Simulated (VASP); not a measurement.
A run of VASP 6.6.1 is set up as follows.

The input INCAR:

```
  PREC = Accurate
  ENCUT = 520
  EDIFF = 1E-6
  ISMEAR = -1
  SIGMA = 0.05
  LREAL = F
  LASPH = T
  NELM = 80
  ALGO = Normal
  ISIF = 2
  LWAVE = F
  LCHARG = F
  GGA = CA
  NBANDS = 17
```

The input KPOINTS:

```
regular mesh
0
Gamma
  10 10 6
```

POSCAR

```
Pd
1.0
    2.6587603804      0.0000000000      0.0000000000
   -1.3293801902      2.3025540320      0.0000000000
    0.0000000000      0.0000000000      4.4639487842
Pd
2
Direct
    0.3333333333      0.6666666667      0.2500000000
    0.6666666667      0.3333333333      0.7500000000
```

Potentials or basis: VASP PAW LDA potentials, release 64 (Pd).

Run with:

```console
$ cat potpaw_LDA.64/Pd/POTCAR > POTCAR
$ mpirun -np 1 vasp_std > vasp.out
```

Q: Predict the band gap on the k mesh.

A: Zero (band 10 reaches 11.27 eV, above the bottom of band 11 at 10.20 eV).

Q: Estimate the pressure.

A: 10.3 GPa.

Stress tensor (GPa, compression positive):
```
10.37  0.00  0.00
 0.00 10.37  0.00
 0.00  0.00 10.27
```
